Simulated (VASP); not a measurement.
Input of a VASP 6.6.1 run:

Contents of INCAR:

```
SYSTEM = Ca3Lu
ALGO     = Normal         ! electronic algorithm
EDIFF    = 1E-7           ! SCF threshold, eV
ENCUT    = 520            ! plane-wave cutoff, eV
GGA      = PE             ! functional
ISIF     = 2              ! what is computed and relaxed
ISMEAR   = -1             ! smearing method
LASPH    = .TRUE.         ! aspherical terms in the spheres
LCHARG   = .FALSE.        ! write CHGCAR
LREAL    = .FALSE.        ! projectors in reciprocal space
LWAVE    = .FALSE.        ! write WAVECAR
NBANDS   = 36             ! bands
NELM     = 100            ! most SCF steps
PREC     = Accurate       ! precision mode
SIGMA    = 0.05           ! smearing width, eV
```

File KPOINTS:

```
k-points
0
G
  5 5 5
  0 0 0
```

POSCAR

```
Ca3Lu
1.0
    5.3257888486      0.0000000000      0.0000000000
    0.0000000000      5.3257888486      0.0000000000
    0.0000000000      0.0000000000      5.3257888486
Ca Lu
3 1
Direct
    0.5000000000      0.0000000000      0.0000000000
    0.0000000000      0.5000000000      0.0000000000
    0.0000000000      0.0000000000      0.5000000000
    0.5000000000      0.5000000000      0.5000000000
```

Potentials or basis: VASP PAW PBE potentials, release 64 (Ca_sv, Lu).

Command:

```bash
$ cat potpaw_PBE.64/Ca_sv/POTCAR potpaw_PBE.64/Lu/POTCAR > POTCAR
$ mpirun -np 1 vasp_std > vasp.out
```

(1) What does it give for the pressure?

## Answers

(1) 0.5 GPa.
